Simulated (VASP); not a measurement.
# Cu (P-1) in VASP: single point with PBEsol

Aim: the single point of Cu with PBEsol.

Program: VASP 6.6.1. These are calculated values, not measurements. Logs are shortened: lines on timing, memory, paths and dates and some standing lists are left out, and cuts for length are marked.

## Step 1: The cell of the first run

The typed cell holds 2 atoms: a = 2.455 Å, b = 2.455 Å, c = 4.087 Å, α = 90.00°, β = 90.00°, γ = 112.71°.

## Step 2: Single point, PBEsol

The input, INCAR:

```
SYSTEM = Cu
ALGO     = Fast           ! electronic algorithm
EDIFF    = 1E-6           ! SCF threshold, eV
ENCUT    = 520            ! plane-wave cutoff, eV
GGA      = PS             ! functional
ISIF     = 2              ! what is computed and relaxed
ISMEAR   = 0              ! smearing method
LASPH    = .True.         ! aspherical terms in the spheres
LCHARG   = .False.        ! write CHGCAR
LREAL    = .False.        ! projectors in reciprocal space
LWAVE    = .False.        ! write WAVECAR
NBANDS   = 18             ! bands
NELM     = 80             ! most SCF steps
PREC     = Accurate       ! precision mode
SIGMA    = 0.15           ! smearing width, eV
```

The input, KPOINTS:

```
k-points
0
Gamma
  14 14 8
  0 0 0
```

The input, POSCAR:

```
Cu
1.0
   -1.4450917292      1.4450917292      1.3600072005
    1.4450917292     -1.4450917292      1.3600072005
    2.8901834585      2.8901834585      0.0000000000
Cu
2
Direct
   -0.0209646347     -0.0118865403      0.0074317756
    0.5209646347      0.5118865403      0.4925682244
```

Potentials or basis: VASP PAW PBE potentials, release 64 (Cu).

Run with:

```console
cat potpaw_PBE.64/Cu/POTCAR > POTCAR
mpirun -np 1 vasp_std > vasp.out
```

OUTCAR:

```text
SYSTEM = Cu
   EDIFF = 1E-6
   ENCUT = 520
   GGA = PS
   ISIF = 2
   ISMEAR = 0
   LASPH = .True.
   LREAL = .False.
   NELM = 80
   PREC = Accurate

 ion  position               nearest neighbor table
   1  0.979  0.988  0.007-   2 2.36   2 2.46   2 2.46   2 2.56
   2  0.521  0.512  0.493-   1 2.36   1 2.46   1 2.46   1 2.56

  LATTYP: Found a base centered orthorhombic cell.
 ALAT       =     2.7200144010
 B/A-ratio  =     1.5026893398
 C/A-ratio  =     1.5026893399

  Lattice vectors:

 A1 = (  -1.4450917292,   1.4450917292,   1.3600072005)
 A2 = (   1.4450917292,  -1.4450917292,   1.3600072005)
 A3 = (   2.8901834585,   2.8901834585,   0.0000000000)

Analysis of symmetry for initial positions (statically):
=====================================================================
 Subroutine PRICEL returns:
 Original cell was already a primitive cell.

 Routine SETGRP: Setting up the symmetry group for a
 base centered orthorhombic supercell.

 Subroutine GETGRP returns: Found  2 space group operations
 (whereof  1 operations were pure point group operations)
 out of a pool of  8 trial point group operations.

The static configuration has the point symmetry C_1 .
 The point group associated with its full space group is S_2 .

Analysis of symmetry for dynamics (positions and initial velocities):
=====================================================================
 Subroutine PRICEL returns:
 Original cell was already a primitive cell.

 Routine SETGRP: Setting up the symmetry group for a
 base centered orthorhombic supercell.

 Subroutine GETGRP returns: Found  2 space group operations
 (whereof  1 operations were pure point group operations)
 out of a pool of  8 trial point group operations.

The dynamic configuration has the point symmetry C_1 .
 The point group associated with its full space group is S_2 .

 Subroutine INISYM returns: Found  2 space group operations
 (whereof  1 operations are pure point group operations),
 and found     1 'primitive' translations

----------------------------------------------------------------------------------------

                                     Primitive cell

  volume of cell :      22.7207

  direct lattice vectors                    reciprocal lattice vectors
    -1.445091729  1.445091729  1.360007200    -0.172999399  0.172999399  0.367645112
     1.445091729 -1.445091729  1.360007200     0.172999399 -0.172999399  0.367645112
     2.890183459  2.890183459  0.000000000     0.172999399  0.172999399  0.000000000

  length of vectors
     2.454831928  2.454831928  4.087336645     0.441611268  0.441611268  0.244658096

  position of ions in fractional coordinates (direct lattice)
     0.979035365  0.988113460  0.007431776
     0.520964635  0.511886540  0.492568224

  ion indices of the primitive-cell ions
   primitive index   ion index
                 1           1
                 2           2

----------------------------------------------------------------------------------------

 KPOINTS: k-points

Automatic generation of k-mesh.
 Grid dimensions read from file:
 generate k-points for:   14   14    8

 Generating k-lattice:

  Cartesian coordinates                     Fractional coordinates (reciprocal lattice)
    -0.012357100  0.012357100  0.026260365     0.071428571  0.000000000  0.000000000
     0.012357100 -0.012357100  0.026260365     0.000000000  0.071428571  0.000000000
     0.021624925  0.021624925  0.000000000     0.000000000  0.000000000  0.125000000

  Length of vectors
     0.031543662  0.031543662  0.030582262

  Shift w.r.t. Gamma in fractional coordinates (k-lattice)
     0.000000000  0.000000000  0.000000000

 Subroutine IBZKPT returns following result:
 ===========================================

 Found    788 irreducible k-points:

 Following reciprocal coordinates:
            Coordinates               Weight
  0.000000  0.000000  0.000000      1.000000
  0.071429 -0.000000  0.000000      2.000000
 -0.000000  0.071429  0.000000      2.000000
  0.142857  0.000000  0.000000      2.000000
  0.000000  0.142857  0.000000      2.000000
  0.214286 -0.000000  0.000000      2.000000
[... 16 lines left out ...]
  0.357143  0.071429  0.000000      2.000000
  0.071429  0.357143  0.000000      2.000000
 [... further k-points ...]
   k-points           NKPTS =    788   k-points in BZ     NKDIM =    788   number of bands    NBANDS=     18
   number of dos      NEDOS =    301   number of ions     NIONS =      2
   total plane-waves  NPLWV =   9720
   dimension x,y,z NGX =    18 NGY =   18 NGZ =   30
   dimension x,y,z NGXF=    36 NGYF=   36 NGZF=   60
   ions per type =               2
   NGX,Y,Z   is equivalent  to a cutoff of  12.19, 12.19, 12.20 a.u.
   NGXF,Y,Z  is equivalent  to a cutoff of  24.38, 24.38, 24.40 a.u.
 SYSTEM =  Cu
   PREC   = accura    normal or accurate (medium, high low for compatibility)
   ISTART =      0    job   : 0-new  1-cont  2-samecut
   ICHARG =      2    charge: 1-file 2-atom 10-const
   ISPIN  =      1    spin polarized calculation?
   LNONCOLLINEAR =      F non collinear calculations
   LSORBIT =      F    spin-orbit coupling
   LASPH  =      T    aspherical Exc in radial PAW
   ENCUT  =  520.0 eV  38.22 Ry    6.18 a.u.   4.56  4.56  7.60*2*pi/ulx,y,z
   NELM   =     80;   NELMIN=  2; NELMDL= -5     # of ELM steps
   EDIFF  = 0.1E-05   stopping-criterion for ELM
   LREAL  =      F    real-space projection
   EDIFFG = 0.1E-04   stopping-criterion for IOM
   NSW    =      0    number of steps for IOM
   IBRION =     -1    ionic relax: 0-MD 1-quasi-New 2-CG
   NFREE  =      0    steps in history (QN), initial steepest desc. (CG)
   ISIF   =      2    stress and relaxation
   ISYM   =      2    0-nonsym 1-usesym 2-fastsym
   POTIM  = 0.5000    time-step for ionic-motion
   TEBEG  =    0.0;   TEEND  =   0.0 temperature during run
   PSTRESS=    0.0 pullay stress
   NELECT =      22.0000    total number of electrons
   NUPDOWN=      -1.0000    fix difference up-down
   EMIN   =  10.00;   EMAX   =-10.00  energy-range for DOS
   EFERMI =   0.00;   METHOD = LEGACY
   ISMEAR =     0;   SIGMA  =   0.15  broadening in eV -4-tet -1-fermi 0-gaus
   EFERMI_NEDOS =   21; number of points for ismear=-14 and -15
   IALGO  =     68    algorithm
   IMIX   =      4    mixing-type and parameters
     AMIX     =   0.40;   BMIX     =  1.00
     AMIX_MAG =   1.60;   BMIX_MAG =  1.00
  volume/ion in A,a.u.               =      11.36        76.66
  Fermi-wavevector in a.u.,A,eV,Ry     =   1.619602  3.060605 35.689600  2.623112
  Thomas-Fermi vector in A             =   2.713677
   LORBIT       =      0    0 simple, 1 ext, 2 COOP (PROOUT), +10 PAW based schemes
   GGA     = PS    functional components
   LHFCALC =     F    Hartree Fock is set to
   AEXX    =    0.0000 exact exchange contribution
   IVDW    =     0    specifies the selected vdW correction
   LEPSILON=     F    determine dielectric tensor
   LRPA    =     F    only Hartree local field effects (RPA)
 non-spin polarized calculation
 RMM-DIIS sequential band-by-band and
 Gauss-broadening in eV      SIGMA  =   0.15
  energy-cutoff  :      520.00
  volume of cell :       22.72
 maximum number of plane-waves:       632
   NGX =  9   NGY =  9   NGZ = 15

 number of electron      22.0000020 magnetization

 Free energy of the ion-electron system (eV)
  ---------------------------------------------------
  ext. energy  EPLUGINS =         0.00000000
  ---------------------------------------------------
  free energy    TOTEN  =        -8.51224249 eV

  energy without entropy =       -8.50382459  energy(sigma->0) =       -8.50803354

 E-fermi :   7.8896     XC(G=0): -13.1347

 val. band max:        7.8861279809   @ k =   0.2143   0.5000   0.0000
 cond. band min:       7.8924284090   @ k =   0.3571   0.2143   0.0000
 fundamental gap:      0.0063004281
 Fermi energy:         7.8895833584

 k-point     1 :       0.0000    0.0000    0.0000
  band No.  band energies     occupation
      1      -1.7959      2.00000
      2       2.5838      2.00000
      3       4.1144      2.00000
      4       4.4809      2.00000
      5       4.7430      2.00000
      6       4.7569      2.00000
[... 10 lines left out ...]
     17      32.6879      0.00000
     18      32.7433      0.00000

 k-point     2 :       0.0714   -0.0000    0.0000
  band No.  band energies     occupation
      1      -1.6376      2.00000
      2       2.6785      2.00000
      3       4.1174      2.00000
      4       4.5000      2.00000
      5       4.7357      2.00000
      6       4.7652      2.00000
[... 10 lines left out ...]
     17      32.0449      0.00000
     18      32.3716      0.00000

 k-point     3 :      -0.0000    0.0714    0.0000
  band No.  band energies     occupation
      1      -1.6376      2.00000
      2       2.6787      2.00000
      3       4.1172      2.00000
      4       4.4967      2.00000
      5       4.7376      2.00000
      6       4.7657      2.00000
[... 10 lines left out ...]
     17      31.9883      0.00000
     18      32.3602      0.00000

 k-point     4 :       0.1429    0.0000    0.0000
  band No.  band energies     occupation
      1      -1.1700      2.00000
      2       2.9410      2.00000
      3       4.1112      2.00000
      4       4.4843      2.00000
      5       4.6849      2.00000
      6       4.8851      2.00000
[... 375 lines left out ...]
      4       4.1222      2.00000
      5       4.4123      2.00000
      6       4.4776      2.00000
[... 10 lines left out ...]
     17      23.7102      0.00000
     18      29.6419      0.00000

 k-point    23 :       0.3571    0.0714    0.0000
  band No.  band energies     occupation
      1       2.1260      2.00000
      2       3.5279      2.00000
      3       3.9188      2.00000
      4       4.2467      2.00000
      5       4.3930      2.00000
      6       4.4018      2.00000
[... 10 lines left out ...]
     17      21.8495      0.00000
     18      28.6517      0.00000

 k-point    24 :       0.0714    0.3571    0.0000
  band No.  band energies     occupation
      1       2.1302      2.00000
      2       3.5273      2.00000
      3       3.9504      2.00000
      4       4.2048      2.00000
      5       4.3542      2.00000
      6       4.4382      2.00000
[... 10 lines left out ...]
     17      21.8287      0.00000
     18      28.6985      0.00000

 [... further k-points ...]
[... 5 lines left out ...]
  --------------------------------------------------------------------------------------
  -------------------------------------------------------------------------------------
  Total        0.2659556      0.2812429      0.1351741      0.1224277     -0.0994509     -0.0859008
  in kB       18.7541660     19.8321657      9.5319540      8.6331314     -7.0128941     -6.0573911
  external PRESSURE =      16.0394286 kB  Pullay stress =       0.0000000 kB

 VOLUME and BASIS-vectors are now :
 -----------------------------------------------------------------------------
  energy-cutoff  :      520.00
  volume of cell :       22.72
      direct lattice vectors                 reciprocal lattice vectors
    -1.445091729  1.445091729  1.360007200    -0.172999399  0.172999399  0.367645112
     1.445091729 -1.445091729  1.360007200     0.172999399 -0.172999399  0.367645112
     2.890183459  2.890183459  0.000000000     0.172999399  0.172999399  0.000000000

 POSITION                                       TOTAL-FORCE (eV/Angst)
 -----------------------------------------------------------------------------------
      0.03460      0.00836      2.67534        -0.354640     -0.373612      0.308651
      1.41049      1.43673      1.40469         0.354640      0.373612     -0.308651
 -----------------------------------------------------------------------------------
    total drift:                                0.000000      0.000000      0.000000

  FREE ENERGIE OF THE ION-ELECTRON SYSTEM (eV)
  ---------------------------------------------------
  free  energy   TOTEN  =        -8.5122424894 eV

  energy  without entropy=       -8.5038245903  energy(sigma->0) =       -8.50803354
```

Wall time 3.4 min (1 thread of Intel Xeon Platinum 8259CL at 2.50GHz (Skylake/Cascade Lake), shared host); peak memory 0.35 GiB.

What came out:

| Item | Value |
| --- | --- |
| Free energy | -8.5122 eV |
| Pressure | 1.6 GPa |
| Largest force | 0.601 eV/Å |
| Band gap on the k mesh | zero (band 11 reaches 12.59 eV, above the bottom of band 12 at 5.83 eV) |

Forces on the atoms (eV/Å):
```
Cu  -0.355 -0.374  0.309
Cu   0.355  0.374 -0.309
```

Stress tensor (GPa, compression positive):
```
 1.88  0.86 -0.61
 0.86  1.98 -0.70
-0.61 -0.70  0.95
```

Levels at points of the mesh, in eV from the Fermi level:
| k point | band 7 | band 8 | band 9 | band 10 | band 11 | band 12 | band 13 | band 14 | band 15 | band 16 |
| --- | --- | --- | --- | --- | --- | --- | --- | --- | --- | --- |
| (0.00, 0.00, 0.00) | -2.39 | -2.32 | -2.12 | -2.03 | -1.42 | -1.01 | 4.10 | 18.93 | 19.32 | 22.77 |
| (0.50, 0.00, 0.00) | -2.31 | -2.28 | -1.83 | -1.79 | 0.28 | 0.67 | 8.53 | 9.15 | 9.32 | 9.94 |
| (0.00, 0.50, 0.00) | -2.39 | -2.19 | -1.84 | -1.78 | 0.36 | 0.59 | 8.70 | 9.15 | 9.32 | 9.77 |
| (0.50, 0.50, 0.00) | -1.60 | -1.58 | -1.53 | -1.41 | -1.01 | 4.10 | 7.57 | 7.60 | 10.00 | 13.27 |
| (0.00, 0.00, 0.50) | -2.53 | -2.49 | -2.40 | -2.18 | -2.09 | -2.06 | 12.67 | 13.45 | 21.32 | 21.67 |
| (0.50, 0.00, 0.50) | -1.94 | -1.92 | -1.43 | -1.39 | -0.52 | -0.46 | 4.74 | 4.78 | 17.29 | 17.32 |
| (0.00, 0.50, 0.50) | -1.93 | -1.91 | -1.40 | -1.38 | -0.55 | -0.51 | 4.77 | 4.79 | 17.32 | 17.32 |
| (0.50, 0.50, 0.50) | -2.45 | -2.42 | -1.52 | -1.48 | 2.73 | 3.13 | 4.87 | 4.93 | 13.01 | 13.37 |

Caveat: the PAW data sets were made with another functional, which shifts forces and pressure a little.
